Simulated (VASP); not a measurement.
# HfC (P6_3/mmc) in VASP: settings compared

Aim: see how the results for HfC move with the level of theory and the settings. Levels: LDA, PBEsol. Tasks: single point.

Program: VASP 6.6.1. These are calculated values, not measurements. Logs are shortened: lines on timing, memory, paths and dates and some standing lists are left out, and cuts for length are marked.

### 1 The cell of the first run

The structure is hexagonal, space group P6_3/mmc (No. 194). The conventional cell has a = 3.364 Å, b = 3.364 Å, c = 4.767 Å, α = 90.00°, β = 90.00°, γ = 120.00°. Hf (site symmetry -6m2) has 6 C at 2.28 Å within 3.0 Å. C (site symmetry -3m) has 6 Hf at 2.28 Å and 2 C at 2.38 Å within 3.0 Å.

### 2 Single point, LDA (functional LDA, strained)

Input file INCAR:

```
PREC     = Accurate       # precision mode
ENCUT    = 600            # plane-wave cutoff, eV
EDIFF    = 1E-6           # SCF threshold, eV
ISMEAR   = 0              # smearing method
SIGMA    = 0.1            # smearing width, eV
LREAL    = F              # projectors in reciprocal space
LASPH    = T              # aspherical terms in the spheres
NELM     = 120            # most SCF steps
ALGO     = Normal         # electronic algorithm
ISIF     = 2              # what is computed and relaxed
LWAVE    = F              # write WAVECAR
LCHARG   = T              # write CHGCAR
LELF     = T              # ELF
LVHAR    = T            
NBANDS   = 22             # bands
GGA_COMPAT= F
```

Input file KPOINTS:

```
regular mesh
0
Gamma
  15 15 8
```

Input file POSCAR:

```
HfC
1.0
    3.3637923946      0.0000000000      0.0000000000
   -1.6818961973      2.9131296668      0.0000000000
    0.0000000000      0.0000000000      4.7670387296
Hf C
2 2
Direct
    0.6666666667      0.3333333333      0.7500000000
    0.3333333333      0.6666666667      0.2500000000
    0.0000000000      0.0000000000      0.0000000000
    0.0000000000      0.0000000000      0.5000000000
```

Potentials or basis: VASP PAW LDA potentials, release 64 (Hf_pv, C).

On the command line:

```bash
> cat potpaw_LDA.64/Hf_pv/POTCAR potpaw_LDA.64/C/POTCAR > POTCAR
> mpirun -np 1 vasp_std > vasp.out
```

OUTCAR:

```text
PREC = Accurate
   ENCUT = 600
   EDIFF = 1E-6
   ISMEAR = 0
   LREAL = F
   LASPH = T
   NELM = 120
   ISIF = 2

 ion  position               nearest neighbor table
   1  0.667  0.333  0.750-   3 2.28   4 2.28   3 2.28   4 2.28   3 2.28   4 2.28   2 3.07   2 3.07
                             2 3.07   2 3.07   2 3.07   2 3.07
   2  0.333  0.667  0.250-   3 2.28   4 2.28   3 2.28   4 2.28   3 2.28   4 2.28   1 3.07   1 3.07
                             1 3.07   1 3.07   1 3.07   1 3.07
   3  0.000  0.000  0.000-   1 2.28   2 2.28   1 2.28   2 2.28   1 2.28   2 2.28
   4  0.000  0.000  0.500-   1 2.28   2 2.28   1 2.28   2 2.28   1 2.28   2 2.28

  LATTYP: Found a hexagonal cell.
 ALAT       =     3.3637923946
 C/A-ratio  =     1.4171619917

  Lattice vectors:

 A1 = (   3.3637923946,   0.0000000000,   0.0000000000)
 A2 = (  -1.6818961973,   2.9131296668,   0.0000000000)
 A3 = (   0.0000000000,   0.0000000000,   4.7670387296)

Analysis of symmetry for initial positions (statically):
=====================================================================
 Subroutine PRICEL returns:
 Original cell was already a primitive cell.

 Routine SETGRP: Setting up the symmetry group for a
 hexagonal supercell.

 Subroutine GETGRP returns: Found 24 space group operations
 (whereof 12 operations were pure point group operations)
 out of a pool of 24 trial point group operations.

The static configuration has the point symmetry D_3d.
 The point group associated with its full space group is D_6h.

Analysis of symmetry for dynamics (positions and initial velocities):
=====================================================================
 Subroutine PRICEL returns:
 Original cell was already a primitive cell.

 Routine SETGRP: Setting up the symmetry group for a
 hexagonal supercell.

 Subroutine GETGRP returns: Found 24 space group operations
 (whereof 12 operations were pure point group operations)
 out of a pool of 24 trial point group operations.

The dynamic configuration has the point symmetry D_3d.
 The point group associated with its full space group is D_6h.

 Subroutine INISYM returns: Found 24 space group operations
 (whereof 12 operations are pure point group operations),
 and found     1 'primitive' translations

----------------------------------------------------------------------------------------

[... 94 lines left out ...]
   ENCUT  =  600.0 eV  44.10 Ry    6.64 a.u.   6.72  6.72  9.52*2*pi/ulx,y,z
   NELM   =    120;   NELMIN=  2; NELMDL= -5     # of ELM steps
   EDIFF  = 0.1E-05   stopping-criterion for ELM
   LREAL  =      F    real-space projection
   EDIFFG = 0.1E-04   stopping-criterion for IOM
   NSW    =      0    number of steps for IOM
   IBRION =     -1    ionic relax: 0-MD 1-quasi-New 2-CG
   NFREE  =      0    steps in history (QN), initial steepest desc. (CG)
   ISIF   =      2    stress and relaxation
   ISYM   =      2    0-nonsym 1-usesym 2-fastsym
   POTIM  = 0.5000    time-step for ionic-motion
   TEBEG  =    0.0;   TEEND  =   0.0 temperature during run
   PSTRESS=    0.0 pullay stress
   NELECT =      28.0000    total number of electrons
   NUPDOWN=      -1.0000    fix difference up-down
   EMIN   =  10.00;   EMAX   =-10.00  energy-range for DOS
   EFERMI =   0.00;   METHOD = LEGACY
   ISMEAR =     0;   SIGMA  =   0.10  broadening in eV -4-tet -1-fermi 0-gaus
   EFERMI_NEDOS =   21; number of points for ismear=-14 and -15
   IALGO  =     38    algorithm
   IMIX   =      4    mixing-type and parameters
     AMIX     =   0.40;   BMIX     =  1.00
     AMIX_MAG =   1.60;   BMIX_MAG =  1.00
  volume/ion in A,a.u.               =      11.68        78.81
  Fermi-wavevector in a.u.,A,eV,Ry     =   1.380326  2.608438 25.923172  1.905299
  Thomas-Fermi vector in A             =   2.505213
   LORBIT       =      0    0 simple, 1 ext, 2 COOP (PROOUT), +10 PAW based schemes
   GGA     = CA    functional components
   LHFCALC =     F    Hartree Fock is set to
   AEXX    =    0.0000 exact exchange contribution
   IVDW    =     0    specifies the selected vdW correction
   LEPSILON=     F    determine dielectric tensor
   LRPA    =     F    only Hartree local field effects (RPA)
 non-spin polarized calculation
 Gauss-broadening in eV      SIGMA  =   0.10
  energy-cutoff  :      600.00
  volume of cell :       46.71
 maximum number of plane-waves:      1585
 NGX is ok and might be reduce to    28
   NGX = 13   NGY = 13   NGZ = 19

 number of electron      27.9999999 magnetization

 Free energy of the ion-electron system (eV)
  ---------------------------------------------------
  ext. energy  EPLUGINS =         0.00000000
  ---------------------------------------------------
  free energy    TOTEN  =       -44.83407206 eV

  energy without entropy =      -44.83180105  energy(sigma->0) =      -44.83293656

 E-fermi :   7.1460     XC(G=0): -12.8507

 val. band max:        7.1016851979   @ k =   0.0000   0.0000   0.2500
 cond. band min:       7.1625263437   @ k =   0.2667   0.2000   0.3750
 fundamental gap:      0.0608411458
 Fermi energy:         7.1459703258

 k-point     1 :       0.0000    0.0000    0.0000
  band No.  band energies     occupation
      1     -23.4559      2.00000
      2     -22.7395      2.00000
      3     -22.7395      2.00000
      4     -22.5550      2.00000
      5     -22.5550      2.00000
      6     -22.3343      2.00000
[... 589 lines left out ...]
     21      14.6907      0.00000
     22      15.0575      0.00000

 [... further k-points ...]

------------------------ aborting loop because EDIFF is reached ----------------------------------------

  FORCE on cell =-STRESS in cart. coord.  units (eV):
  Direction    XX          YY          ZZ          XY          YZ          ZX
  --------------------------------------------------------------------------------------
  -------------------------------------------------------------------------------------
  Total       -0.5555632     -0.5555632      5.5464227      0.0000000      0.0000000      0.0000000
  in kB      -19.0548851    -19.0548851    190.2330032      0.0000000      0.0000000      0.0000000
  external PRESSURE =      50.7077443 kB  Pullay stress =       0.0000000 kB

 VOLUME and BASIS-vectors are now :
 -----------------------------------------------------------------------------
  energy-cutoff  :      600.00
  volume of cell :       46.71
      direct lattice vectors                 reciprocal lattice vectors
     3.363792395  0.000000000  0.000000000     0.297283507  0.171636713  0.000000000
    -1.681896197  2.913129667  0.000000000     0.000000000  0.343273426  0.000000000
     0.000000000  0.000000000  4.767038730     0.000000000  0.000000000  0.209773836

 POSITION                                       TOTAL-FORCE (eV/Angst)
 -----------------------------------------------------------------------------------
      1.68190      0.97104      3.57528         0.000000      0.000000      0.000000
     -0.00000      1.94209      1.19176         0.000000      0.000000      0.000000
      0.00000      0.00000      0.00000        -0.000000      0.000000      0.000000
      0.00000      0.00000      2.38352        -0.000000      0.000000      0.000000
 -----------------------------------------------------------------------------------
    total drift:                               -0.000000      0.000000     -0.000000

  FREE ENERGIE OF THE ION-ELECTRON SYSTEM (eV)
  ---------------------------------------------------
  free  energy   TOTEN  =       -44.8340720604 eV

  energy  without entropy=      -44.8318010537  energy(sigma->0) =      -44.83293656
```

stdout:

```text
POSCAR found type information on POSCAR HfC
 POSCAR found :  2 types and       4 ions
 scaLAPACK will be used
 LDA part: xc-table for (Slater(with rela. corr.)+CA(PZ))
 , standard interpolation
 POSCAR, INCAR and KPOINTS ok, starting setup
 FFT: planning ... GRIDC
 FFT: planning ... GRID_SOFT
 FFT: planning ... GRID
 WAVECAR not read
 entering main loop
```

Run time: 1.9 min. Hardware: 1 thread of Intel Xeon 6975P-C, shared host; peak memory 0.27 GiB.

Results:

```
Free energy            : -44.8341 eV
Pressure               : 5.1 GPa
Band gap on the k mesh : zero (band 14 reaches 8.00 eV, above the bottom of band 15 at 6.90 eV)
```

Caveat: the cell differs from its parent crystal (functional LDA, strained); spin-orbit coupling is left out, which moves the levels of the heavy elements.

### 3 Single point, PBEsol (functional PBEsol, strained)

Input file INCAR:

```
SYSTEM = HfC
PREC = Accurate
ENCUT = 600
EDIFF = 1E-6
ISMEAR = 0
SIGMA = 0.1
LREAL = .FALSE.
LASPH = .TRUE.
NELM = 120
ALGO = Normal
ISIF = 2
LWAVE = .FALSE.
LCHARG = .FALSE.
GGA = PS
NBANDS = 22
GGA_COMPAT = .FALSE.
```

Input file KPOINTS:

```
regular mesh
0
G
  15 15 8
  0 0 0
```

Input file POSCAR:

```
HfC
1.0
    3.3951150495      0.0000000000      0.0000000000
   -1.6975575247      2.9402558816      0.0000000000
    0.0000000000      0.0000000000      4.8157881598
Hf C
2 2
Direct
    0.6666666667      0.3333333333      0.7500000000
    0.3333333333      0.6666666667      0.2500000000
    0.0000000000      0.0000000000      0.0000000000
    0.0000000000      0.0000000000      0.5000000000
```

Potentials or basis: VASP PAW PBE potentials, release 64 (Hf_pv, C).

On the command line:

```bash
> cat potpaw_PBE.64/Hf_pv/POTCAR potpaw_PBE.64/C/POTCAR > POTCAR
> mpirun -np 1 vasp_std > vasp.out
```

OUTCAR:

```text
SYSTEM = HfC
   PREC = Accurate
   ENCUT = 600
   EDIFF = 1E-6
   ISMEAR = 0
   LREAL = .FALSE.
   LASPH = .TRUE.
   NELM = 120
   ISIF = 2
   GGA = PS

 ion  position               nearest neighbor table
   1  0.667  0.333  0.750-   3 2.30   4 2.30   3 2.30   4 2.30   3 2.30   4 2.30   2 3.10   2 3.10
                             2 3.10   2 3.10   2 3.10   2 3.10
   2  0.333  0.667  0.250-   3 2.30   4 2.30   3 2.30   4 2.30   3 2.30   4 2.30   1 3.10   1 3.10
                             1 3.10   1 3.10   1 3.10   1 3.10
   3  0.000  0.000  0.000-   1 2.30   2 2.30   2 2.30   1 2.30   1 2.30   2 2.30
   4  0.000  0.000  0.500-   1 2.30   2 2.30   2 2.30   1 2.30   1 2.30   2 2.30
[... 806 lines left out ...]
  -------------------------------------------------------------------------------------
  Total       -1.4342825     -1.4342825      4.7308546     -0.0000000      0.0000000      0.0000000
  in kB      -47.8011431    -47.8011431    157.6678632     -0.0000000      0.0000000      0.0000000
  external PRESSURE =      20.6885257 kB  Pullay stress =       0.0000000 kB

 VOLUME and BASIS-vectors are now :
 -----------------------------------------------------------------------------
  energy-cutoff  :      600.00
  volume of cell :       48.07
      direct lattice vectors                 reciprocal lattice vectors
     3.395115050  0.000000000  0.000000000     0.294540829  0.170053227  0.000000000
    -1.697557525  2.940255882  0.000000000     0.000000000  0.340106453  0.000000000
     0.000000000  0.000000000  4.815788160     0.000000000  0.000000000  0.207650330

 POSITION                                       TOTAL-FORCE (eV/Angst)
 -----------------------------------------------------------------------------------
      1.69756      0.98009      3.61184        -0.000000      0.000000      0.000000
     -0.00000      1.96017      1.20395         0.000000     -0.000000      0.000000
      0.00000      0.00000      0.00000        -0.000000      0.000000      0.000000
      0.00000      0.00000      2.40789        -0.000000      0.000000      0.000000
 -----------------------------------------------------------------------------------
    total drift:                               -0.000000      0.000000     -0.000000

  FREE ENERGIE OF THE ION-ELECTRON SYSTEM (eV)
  ---------------------------------------------------
  free  energy   TOTEN  =       -43.4410140250 eV

  energy  without entropy=      -43.4386102685  energy(sigma->0) =      -43.43981215
```

OSZICAR:

```text
N       E                     dE             d eps       ncg     rms          rms(c)
DAV:   1     0.939464220506E+02    0.93946E+02   -0.16883E+04  5940   0.141E+03
DAV:   2    -0.425336441230E+02   -0.13648E+03   -0.13030E+03  7576   0.309E+02
DAV:   3    -0.481544761415E+02   -0.56208E+01   -0.55753E+01  7710   0.445E+01
DAV:   4    -0.482082230964E+02   -0.53747E-01   -0.53722E-01  7188   0.478E+00
DAV:   5    -0.482088331377E+02   -0.61004E-03   -0.60997E-03  7838   0.457E-01    0.825E+01
DAV:   6    -0.435829575355E+02    0.46259E+01   -0.26934E+01  6998   0.201E+01    0.601E+01
DAV:   7    -0.434749018020E+02    0.10806E+00   -0.18568E+00  6940   0.693E+00    0.200E+01
DAV:   8    -0.434479610170E+02    0.26941E-01   -0.10963E-01  7650   0.184E+00    0.283E+00
DAV:   9    -0.434425748749E+02    0.53861E-02   -0.49523E-02  6966   0.969E-01    0.262E+00
DAV:  10    -0.434410525828E+02    0.15223E-02   -0.82403E-03  7384   0.473E-01    0.437E-01
DAV:  11    -0.434410208842E+02    0.31699E-04   -0.43459E-04  7216   0.142E-01    0.266E-01
DAV:  12    -0.434410137985E+02    0.70857E-05   -0.29438E-05  7706   0.291E-02    0.101E-01
DAV:  13    -0.434410140250E+02   -0.22653E-06   -0.55973E-06  7540   0.135E-02
   1 F= -.43441014E+02 E0= -.43439812E+02  d E =-.240376E-02
```

stdout:

```text
POSCAR found type information on POSCAR HfC
 POSCAR found :  2 types and       4 ions
 scaLAPACK will be used
 -----------------------------------------------------------------------------
|                                                                             |
|                                                                             |
|     You enforced a specific xc type in the INCAR file but a different       |
|     I HOPE YOU KNOW WHAT YOU ARE DOING!                                     |
|                                                                             |
 -----------------------------------------------------------------------------

 LDA part: xc-table for (Slater+PW92), standard interpolation
 POSCAR, INCAR and KPOINTS ok, starting setup
 FFT: planning ... GRIDC
 FFT: planning ... GRID_SOFT
 FFT: planning ... GRID
 WAVECAR not read
 entering main loop
```

Run time: 1.7 min. Hardware: 1 thread of Intel Xeon 6975P-C, shared host; peak memory 0.3 GiB.

What came out:

| Property | Result |
| --- | --- |
| Free energy | -43.4410 eV |
| Pressure | 2.1 GPa |
| Band gap on the k mesh | zero (band 14 reaches 7.64 eV, above the bottom of band 15 at 6.64 eV) |

Stress tensor (GPa, compression positive):
```
-4.78  0.00  0.00
 0.00 -4.78  0.00
 0.00  0.00 15.77
```

Caveat: the cell differs from its parent crystal (functional PBEsol, strained); the PAW data sets were made with another functional, which shifts forces and pressure a little; spin-orbit coupling is left out, which moves the levels of the heavy elements.

[end of part 1 of 2]
